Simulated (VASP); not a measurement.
# SnSe (Fm-3m) in VASP: a series of runs

Runs on SnSe. Level: LDA. Tasks: elastic constants, vibrations by perturbation theory.

Everything below comes from runs of VASP 6.6.1. Logs are shortened: lines on timing, memory, paths and dates and some standing lists are left out, and cuts for length are marked.

**1. The cell of the first run**

It takes space group Fm-3m (No. 225, cubic). Conventional cell: a = 5.805 Å, b = 5.805 Å, c = 5.805 Å, α = 90.00°, β = 90.00°, γ = 90.00°. Sn (site symmetry m-3m) has 6 Se at 2.90 Å within 3.8 Å. Se (site symmetry m-3m) has 6 Sn at 2.90 Å within 3.8 Å.

**2. Elastic constants, LDA**

INCAR

```
PREC     = Accurate       # precision mode
ENCUT    = 600            # plane-wave cutoff, eV
EDIFF    = 1E-8           # SCF threshold, eV
ISMEAR   = 0              # smearing method
SIGMA    = 0.01           # smearing width, eV
LREAL    = F              # projectors in reciprocal space
LASPH    = T              # aspherical terms in the spheres
NELM     = 60             # most SCF steps
ALGO     = Normal         # electronic algorithm
ISIF     = 3              # what is computed and relaxed
LWAVE    = F              # write WAVECAR
LCHARG   = F              # write CHGCAR
GGA      = CA             # functional
IBRION   = 6              # ionic algorithm
NFREE    = 2            
POTIM    = 0.015          # step
NSW      = 1              # ionic steps
```

KPOINTS

```
regular mesh
0
Gamma
  8 8 8
```

POSCAR

```
SnSe
1.0
    0.0000000000      2.9025647421      2.9025647421
    2.9025647421      0.0000000000      2.9025647421
    2.9025647421      2.9025647421      0.0000000000
Sn Se
1 1
Direct
    0.0000000000      0.0000000000      0.0000000000
    0.5000000000      0.5000000000      0.5000000000
```

Potentials or basis: VASP PAW LDA potentials, release 64 (Sn_d, Se).

The run is started by

```sh
> cat potpaw_LDA.64/Sn_d/POTCAR potpaw_LDA.64/Se/POTCAR > POTCAR
> mpirun -np 1 vasp_std > vasp.out
```

OUTCAR:

```text
PREC = Accurate
   ENCUT = 600
   EDIFF = 1E-8
   ISMEAR = 0
   LREAL = F
   LASPH = T
   NELM = 60
   ISIF = 3
   GGA = CA
   IBRION = 6
   NFREE = 2
   POTIM = 0.015
   NSW = 1

 ion  position               nearest neighbor table
   1  0.000  0.000  0.000-   2 2.90   2 2.90   2 2.90   2 2.90   2 2.90   2 2.90
   2  0.500  0.500  0.500-   1 2.90   1 2.90   1 2.90   1 2.90   1 2.90   1 2.90

  LATTYP: Found a face centered cubic cell.
 ALAT       =     5.8051294842

  Lattice vectors:

 A1 = (   0.0000000000,   2.9025647421,   2.9025647421)
 A2 = (   2.9025647421,   0.0000000000,   2.9025647421)
 A3 = (   2.9025647421,   2.9025647421,   0.0000000000)

Analysis of symmetry for initial positions (statically):
=====================================================================
 Subroutine PRICEL returns:
 Original cell was already a primitive cell.

 Routine SETGRP: Setting up the symmetry group for a
 face centered cubic supercell.

 Subroutine GETGRP returns: Found 48 space group operations
 (whereof 48 operations were pure point group operations)
 out of a pool of 48 trial point group operations.

The static configuration has the point symmetry O_h .

Analysis of symmetry for dynamics (positions and initial velocities):
=====================================================================
 Subroutine PRICEL returns:
 Original cell was already a primitive cell.

 Routine SETGRP: Setting up the symmetry group for a
 face centered cubic supercell.

 Subroutine GETGRP returns: Found 48 space group operations
 (whereof 48 operations were pure point group operations)
 out of a pool of 48 trial point group operations.

The dynamic configuration has the point symmetry O_h .

 Subroutine INISYM returns: Found 48 space group operations
 (whereof 48 operations are pure point group operations),
 and found     1 'primitive' translations

----------------------------------------------------------------------------------------

                                     Primitive cell

  volume of cell :      48.9075

  direct lattice vectors                    reciprocal lattice vectors
     0.000000000  2.902564742  2.902564742    -0.172261446  0.172261446  0.172261446
     2.902564742  0.000000000  2.902564742     0.172261446 -0.172261446  0.172261446
     2.902564742  2.902564742  0.000000000     0.172261446  0.172261446 -0.172261446

  length of vectors
     4.104846424  4.104846424  4.104846424     0.298365577  0.298365577  0.298365577

  position of ions in fractional coordinates (direct lattice)
     0.000000000  0.000000000  0.000000000
     0.500000000  0.500000000  0.500000000

  ion indices of the primitive-cell ions
   primitive index   ion index
                 1           1
                 2           2

----------------------------------------------------------------------------------------

 KPOINTS: regular mesh

Automatic generation of k-mesh.
 Grid dimensions read from file:
 generate k-points for:    8    8    8

 Generating k-lattice:

  Cartesian coordinates                     Fractional coordinates (reciprocal lattice)
    -0.021532681  0.021532681  0.021532681     0.125000000  0.000000000  0.000000000
     0.021532681 -0.021532681  0.021532681     0.000000000  0.125000000  0.000000000
     0.021532681  0.021532681 -0.021532681     0.000000000  0.000000000  0.125000000

[... 113 lines left out ...]
  -------------------------------------------------------------------------------------
  Total        0.9620398      0.9620398      0.9620398      0.0000000     -0.0000000     -0.0000000
  in kB       31.5157675     31.5157675     31.5157675      0.0000000     -0.0000000     -0.0000000
  external PRESSURE =      31.5157675 kB  Pullay stress =       0.0000000 kB
[... 89 lines left out ...]
  FREE ENERGIE OF THE ION-ELECTRON SYSTEM (eV)
  ---------------------------------------------------
  free  energy   TOTEN  =        -9.4659175512 eV

  energy  without entropy=       -9.4659175512  energy(sigma->0) =       -9.46591755

[... ionic steps 4 to 14 ...]

--------------------------------------- Ionic step       15  -------------------------------------------

 number of electron      20.0000002 magnetization

------------------------ aborting loop because EDIFF is reached ----------------------------------------
[... 67 lines left out ...]
--------------------------------------- Ionic step       17  -------------------------------------------

 number of electron      20.0000003 magnetization

 Free energy of the ion-electron system (eV)
  ---------------------------------------------------
  ext. energy  EPLUGINS =         0.00000000
  ---------------------------------------------------
  free energy    TOTEN  =        -9.48722513 eV

  energy without entropy =       -9.48722513  energy(sigma->0) =       -9.48722513

 E-fermi :   6.8069     XC(G=0): -10.3735

 val. band max:        6.6976427707   @ k =   0.0000  -0.2500   0.1250
 cond. band min:       7.3965556019   @ k =  -0.3750   0.1250   0.0000
 fundamental gap:      0.6989128312
 Fermi energy:         6.8069364985

 k-point     1 :       0.0000    0.0000    0.0000
  band No.  band energies     occupation
      1     -14.7917      2.00000
      2     -14.7917      2.00000
      3     -14.7842      2.00000
      4     -14.7841      2.00000
      5     -14.7841      2.00000
      6      -7.9452      2.00000
      7       1.9162      2.00000
      8       4.2270      2.00000
      9       4.2278      2.00000
     10       4.2278      2.00000
     11      11.3480      0.00000
     12      11.3480      0.00000
     13      11.3518      0.00000
     14      12.4545      0.00000
[... 377 lines left out ...]
      1     -14.8160      2.00000
      2     -14.7972      2.00000
      3     -14.7770      2.00000
      4     -14.7707      2.00000
      5     -14.7619      2.00000
      6      -6.5433      2.00000
      7      -1.5066      2.00000
      8       2.4581      2.00000
      9       3.0985      2.00000
     10       5.9618      2.00000
     11       7.6607      0.00000
     12       9.9968      0.00000
     13      11.0911      0.00000
     14      13.9730      0.00000

 [... further k-points ...]

------------------------ aborting loop because EDIFF is reached ----------------------------------------

  FORCE on cell =-STRESS in cart. coord.  units (eV):
  Direction    XX          YY          ZZ          XY          YZ          ZX
  --------------------------------------------------------------------------------------
  -------------------------------------------------------------------------------------
  Total        0.9674259      0.9644193      0.9644193     -0.0000000      0.0000000      0.0000000
  in kB       31.6922113     31.5937183     31.5937183     -0.0000000      0.0000000      0.0000000
  external PRESSURE =      31.6265493 kB  Pullay stress =       0.0000000 kB
[... 17 lines left out ...]
  FREE ENERGIE OF THE ION-ELECTRON SYSTEM (eV)
  ---------------------------------------------------
  free  energy   TOTEN  =        -9.4872251285 eV

  energy  without entropy=       -9.4872251285  energy(sigma->0) =       -9.48722513

 INTERNAL STRAIN TENSORS FROM STRAINED CELLS
 ============================================

 INTERNAL STRAIN TENSOR FOR ION    1 for displacements in x,y,z  (eV/Angst):
          X           Y           Z          XY          YZ          ZX
  --------------------------------------------------------------------------------
  x    -0.00000     0.00000     0.00000     0.00000     0.00000     0.00000
  y    -0.00000     0.00000    -0.00000    -0.00000    -0.00000     0.00000
  z     0.00000     0.00000     0.00000     0.00000    -0.00000    -0.00000

 INTERNAL STRAIN TENSORS FROM DISPLACED ATOMS
 ============================================

 INTERNAL STRAIN TENSOR FOR ION    1 for displacements in x,y,z  (eV/Angst):
          X           Y           Z          XY          YZ          ZX
  --------------------------------------------------------------------------------
  x     0.00000     0.00000     0.00000     0.00000     0.00000     0.00000
  y     0.00000     0.00000     0.00000     0.00000     0.00000     0.00000
  z     0.00000     0.00000     0.00000     0.00000     0.00000     0.00000

 INTERNAL STRAIN TENSOR FOR ION    2 for displacements in x,y,z  (eV/Angst):
          X           Y           Z          XY          YZ          ZX
  --------------------------------------------------------------------------------
  x     0.00000     0.00000     0.00000     0.00000     0.00000     0.00000
  y     0.00000     0.00000     0.00000     0.00000     0.00000     0.00000
  z     0.00000     0.00000     0.00000     0.00000     0.00000     0.00000

 Eigenvectors and eigenvalues of the dynamical matrix
 ----------------------------------------------------

   1 f  =    2.266466 THz    14.240626 2PiTHz   75.601169 cm-1     9.373346 meV
             X         Y         Z           dx          dy          dz
      0.000000  0.000000  0.000000    -0.632999   -0.022279    0.008132
      2.902565  2.902565  2.902565     0.773246    0.027215   -0.009933
[... 21 lines left out ...]
   6 f/i=    0.004156 THz     0.026114 2PiTHz    0.138638 cm-1     0.017189 meV
             X         Y         Z           dx          dy          dz
      0.000000  0.000000  0.000000    -0.132036    0.757412    0.087426
      2.902565  2.902565  2.902565    -0.108088    0.620037    0.071569

--------------------------------------------------------------------------------------------------------

 ELASTIC MODULI CONTR FROM IONIC RELAXATION (kBar)
 Direction    XX          YY          ZZ          XY          YZ          ZX
 --------------------------------------------------------------------------------
 XX           0.0000      0.0000      0.0000      0.0000      0.0000      0.0000
 YY           0.0000      0.0000      0.0000      0.0000      0.0000      0.0000
 ZZ           0.0000      0.0000      0.0000      0.0000      0.0000      0.0000
 XY           0.0000      0.0000      0.0000      0.0000      0.0000      0.0000
 YZ           0.0000      0.0000      0.0000      0.0000      0.0000      0.0000
 ZX           0.0000      0.0000      0.0000      0.0000      0.0000      0.0000
 --------------------------------------------------------------------------------

 TOTAL ELASTIC MODULI (kBar)
 Direction    XX          YY          ZZ          XY          YZ          ZX
 --------------------------------------------------------------------------------
 XX        1888.7281    122.6699    122.6699     -0.0000     -0.0000     -0.0000
 YY         122.6699   1888.7281    122.6699      0.0000      0.0000     -0.0000
 ZZ         122.6699    122.6699   1888.7281     -0.0000      0.0000     -0.0000
 XY          -0.0000      0.0000     -0.0000    185.5455      0.0000      0.0000
 YZ          -0.0000      0.0000      0.0000      0.0000    185.5455      0.0000
 ZX          -0.0000     -0.0000     -0.0000      0.0000      0.0000    185.5455
 --------------------------------------------------------------------------------
```

Run time: 5.5 min. Hardware: 1 thread of Intel Xeon 6975P-C (Granite Rapids), shared host; peak memory 0.34 GiB.

Results:

```yaml
Elastic_constants_C11_C12_C44: 189, 12, 19 GPa
Voigt_bulk_modulus: 71 GPa
Highest_phonon_frequency_at_Γ_LO-TO_splitting_left_out: 76 cm⁻¹
```

Phonon frequencies in cm⁻¹ (negative: imaginary):
```csv
q point,frequencies
"(0.000, 0.000, 0.000)",0 0 0 76 76 76
```

Elastic tensor in Voigt notation (GPa, in the Cartesian axes of the cell as first typed):
```
189  12  12   0   0   0
 12 189  12   0   0   0
 12  12 189   0   0   0
  0   0   0  19   0   0
  0   0   0   0  19   0
  0   0   0   0   0  19
```

Clamped-ion elastic tensor (GPa):
```
189  12  12   0   0   0
 12 189  12   0   0   0
 12  12 189   0   0   0
  0   0   0  19   0   0
  0   0   0   0  19   0
  0   0   0   0   0  19
```

Caveat: the cell is under stress, which shifts elastic constants; spin-orbit coupling is left out, which moves the levels of the heavy elements.

**3. Vibrations by perturbation theory, LDA**

This run uses another cell than the first one, of 22.78 Å³/atom.

INCAR

```
SYSTEM = SnSe
PREC = Accurate
ENCUT = 520
EDIFF = 1E-8
ISMEAR = 0
SIGMA = 0.01
LREAL = .FALSE.
LASPH = .TRUE.
NELM = 80
ALGO = Normal
ISIF = 2
LWAVE = .FALSE.
LCHARG = .TRUE.
NBANDS = 17
IBRION = 8
NSW = 1
```

KPOINTS

```
regular mesh
0
G
  12 12 12
  0 0 0
```

POSCAR

```
SnSe
1.0
    0.0000000000      2.8349289256      2.8349289256
    2.8349289256      0.0000000000      2.8349289256
    2.8349289256      2.8349289256      0.0000000000
Sn Se
1 1
Direct
    0.0000000000      0.0000000000      0.0000000000
    0.5000000000      0.5000000000      0.5000000000
```

Potentials or basis: VASP PAW LDA potentials, release 64 (Sn_d, Se).

The run is started by

```sh
> cat potpaw_LDA.64/Sn_d/POTCAR potpaw_LDA.64/Se/POTCAR > POTCAR
> mpirun -np 1 vasp_std > vasp.out
```

OUTCAR:

```text
SYSTEM = SnSe
   PREC = Accurate
   ENCUT = 520
   EDIFF = 1E-8
   ISMEAR = 0
   LREAL = .FALSE.
   LASPH = .TRUE.
   NELM = 80
   ISIF = 2
   IBRION = 8
   NSW = 1

 ion  position               nearest neighbor table
   1  0.000  0.000  0.000-   2 2.83   2 2.83   2 2.83   2 2.83   2 2.83   2 2.83
   2  0.500  0.500  0.500-   1 2.83   1 2.83   1 2.83   1 2.83   1 2.83   1 2.83

  LATTYP: Found a face centered cubic cell.
 ALAT       =     5.6698578512

  Lattice vectors:

 A1 = (   0.0000000000,   2.8349289256,   2.8349289256)
[... 735 lines left out ...]
               1X          1Y          1Z          2X          2Y          2Z
  1X    -1.904902    0.000000    0.000000    1.904902    0.000000    0.000000
  1Y     0.000000   -1.904902    0.000000    0.000000    1.904902    0.000000
  1Z     0.000000    0.000000   -1.904902    0.000000    0.000000    1.904902
  2X     1.912633    0.000000    0.000000   -1.912633    0.000000    0.000000
  2Y     0.000000    1.912633    0.000000    0.000000   -1.912633    0.000000
  2Z     0.000000    0.000000    1.912633    0.000000    0.000000   -1.912633

 Eigenvectors and eigenvalues of the dynamical matrix
 ----------------------------------------------------

   1 f  =    3.137177 THz    19.711464 2PiTHz  104.644959 cm-1    12.974315 meV
             X         Y         Z           dx          dy          dz
      0.000000  0.000000  0.000000    -0.000000    0.631255    0.000000
      2.834929  2.834929  2.834929     0.000000   -0.775576    0.000000
[... 21 lines left out ...]
   6 f/i=    0.003111 THz     0.019544 2PiTHz    0.103758 cm-1     0.012864 meV
             X         Y         Z           dx          dy          dz
      0.000000  0.000000  0.000000     0.040485   -0.399247   -0.663687
      2.834929  2.834929  2.834929     0.032952   -0.324954   -0.540187

--------------------------------------------------------------------------------------------------------

 ELASTIC MODULI CONTR FROM IONIC RELAXATION (kBar)
 Direction    XX          YY          ZZ          XY          YZ          ZX
 --------------------------------------------------------------------------------
 XX           0.0000      0.0000      0.0000      0.0000      0.0000      0.0000
 YY           0.0000      0.0000      0.0000      0.0000      0.0000      0.0000
 ZZ           0.0000      0.0000      0.0000      0.0000      0.0000      0.0000
 XY           0.0000      0.0000      0.0000      0.0000      0.0000      0.0000
 YZ           0.0000      0.0000      0.0000      0.0000      0.0000      0.0000
 ZX           0.0000      0.0000      0.0000      0.0000      0.0000      0.0000
 --------------------------------------------------------------------------------
```

stdout:

```text
POSCAR found type information on POSCAR SnSe
 POSCAR found :  2 types and       2 ions
 scaLAPACK will be used
 LDA part: xc-table for (Slater(with rela. corr.)+CA(PZ))
 , standard interpolation
 POSCAR, INCAR and KPOINTS ok, starting setup
 FFT: planning ... GRIDC
 FFT: planning ... GRID_SOFT
 FFT: planning ... GRID
 WAVECAR not read
 entering main loop
 Linear response reoptimize wavefunctions to high precision
 Linear response DOF=           2
 Linear response progress:
 first order change of Fermi-energy  -0.80230E-02
 force on displaced ion       1 direction 1 :  -1.905   0.000   0.000
 Linear response progress:
 first order change of Fermi-energy   0.97201E-02
 force on displaced ion       2 direction 1 :  -1.913   0.000   0.000
 Linear response finished
```

It took 3.1 min on 1 thread of Intel Xeon 6975P-C (Granite Rapids), shared host; peak memory 0.42 GiB.

What came out:

| Item | Value |
| --- | --- |
| Highest phonon frequency at Γ, LO-TO splitting left out | 105 cm⁻¹ |

Phonon frequencies in cm⁻¹ (negative: imaginary):
```csv
q point,frequencies
"(0.000, 0.000, 0.000)",0 0 0 105 105 105
```

Caveat: the cell stands under pressure or tension, which shifts response properties; spin-orbit coupling is left out, which moves the levels of the heavy elements.

(Continued in part 2 of 2.)
